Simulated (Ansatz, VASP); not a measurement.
# Two plane-wave programs on Cd3Fe

Contents of INCAR:

```
SYSTEM = Cd3Fe
PREC     = Accurate       ! precision mode
ENCUT    = 600            ! plane-wave cutoff, eV
EDIFF    = 1E-7           ! SCF threshold, eV
ISMEAR   = 0              ! smearing method
SIGMA    = 0.1            ! smearing width, eV
LREAL    = .FALSE.        ! projectors in reciprocal space
LASPH    = .TRUE.         ! aspherical terms in the spheres
NELM     = 200            ! most SCF steps
ALGO     = Normal         ! electronic algorithm
ISIF     = 3              ! what is computed and relaxed
LWAVE    = .FALSE.        ! write WAVECAR
LCHARG   = .FALSE.        ! write CHGCAR
ISPIN    = 2              ! spin polarisation
MAGMOM   = 0 0 0 2.87     ! initial moments
LORBIT   = 11             ! projections on sites
LMAXMIX  = 4              ! l up to which the mixer works
GGA      = PE             ! functional
IBRION   = 2              ! ionic algorithm
NSW      = 100            ! ionic steps
EDIFFG   = -0.01          ! ionic threshold
GGA_COMPAT= .FALSE.      
NELMIN   = 4            
KPAR     = 4
```

KPOINTS

```
Automatic mesh
0
G
  12 12 12
  0 0 0
```

The input POSCAR:

```
Cd3Fe
1.0
    4.2178648785      0.0000000000      0.0000000000
    0.0000000000      4.2178648785      0.0000000000
    0.0000000000      0.0000000000      4.2178648785
Cd Fe
3 1
Direct
    0.0000000000      0.5000000000      0.5000000000
    0.5000000000      0.0000000000      0.5000000000
    0.5000000000      0.5000000000      0.0000000000
    0.0000000000      0.0000000000      0.0000000000
```

Input for Ansatz:

```yaml
crystal:
  lattice:
    - [4.2178648785, 0.0, 0.0]
    - [0.0, 4.2178648785, 0.0]
    - [0.0, 0.0, 4.2178648785]
  atoms:
    - { symbol: Cd, position: [0.0, 0.5, 0.5] }
    - { symbol: Cd, position: [0.5, 0.0, 0.5] }
    - { symbol: Cd, position: [0.5, 0.5, 0.0] }
    - { symbol: Fe, position: [0.0, 0.0, 0.0], spin: 2.87 }
basis:
  ecutwfc: 420
kpoints:
  mp_grid: { grid: [12, 12, 12] }
hamiltonian:
  xc: pbe
scf:
  occupations: { method: gaussian, width: 0.1 }
output:
  forces: true
  stress: true
  eigenvalues: true
  populations: true
magnetization:
  spin_polarized: true
relax:
  adjacent_minimum: "off"
  f_tol: 0.01
  max_steps: 80
  cell: { stress_tol: 0.05 }
```

Alike in both runs: task relaxation of cell and atoms; functional PBE; k mesh 12 × 12 × 12; occupations gaussian, width 0.1 eV; collinear spin.

```csv
,VASP,Ansatz
version,VASP 6.6.1,Ansatz 0.2.0
potentials or method,"VASP PAW PBE potentials, release 64 (Cd, Fe), cutoff 600 eV","scalar-relativistic, plane waves, PAW"
valence electrons in the cell,44,76
```

```tsv
	VASP	Ansatz	Ansatz less VASP
gap on the k mesh at the Fermi level, each at its own relaxed structure (eV)	none	none	-
net moment per atom (μB)	0.61	0.61	+0.001
size of the moment on the site where the two differ most (μB)	2.64	2.68	+0.045
relaxed volume (Å³/atom)	18.81	18.71	-0.095
relaxed length of the cell vector where the two differ most in proportion (Å)	4.221	4.214	-0.0071
```

Site moments also hang on the region over which each program counts them. A gap of «none» marks a metal or a gap that the smearing closes. VASP's potentials hold 44 valence electrons a cell and Ansatz's 76, so a difference there can come from the potentials and not from the codes.
